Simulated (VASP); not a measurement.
## Ge: single point with LDA

The system is Ge.

```
Ge
1.0
     0.00000    2.81077    2.81077
     2.81077    0.00000    2.81077
     2.81077    2.81077    0.00000
Ge
2
Cartesian
  0.0000 0.0000 0.0000
  1.4054 1.4054 1.4054
```

- Program: VASP 6.6.1
- Task: single point
- Functional: LDA
- Potentials or basis: VASP PAW LDA potentials, release 64 (Ge_d)
- Cutoff: 500 eV
- k mesh: 12 × 12 × 12
- Occupations: gaussian, width 0.1 eV
- Spin: no spin polarisation

| Item | Value |
| --- | --- |
| Pressure | 0.2 GPa |

Levels at points of the mesh, in eV from the Fermi level:
```tsv
k point	band 11	band 12	band 13	band 14	band 15	band 16	band 17	band 18
(0.00, 0.00, 0.00)	-12.98	-0.03	-0.03	-0.03	0.00	2.50	2.50	2.50
(0.50, 0.00, 0.00)	-10.85	-7.76	-1.47	-1.47	0.09	3.70	3.70	6.95
(0.50, 0.50, 0.00)	-9.03	-9.03	-3.18	-3.18	0.61	0.61	9.54	9.54
```

Wall time 60 s on 1 thread of AMD EPYC 7R13, on a shared host, peak memory 0.15 GiB.
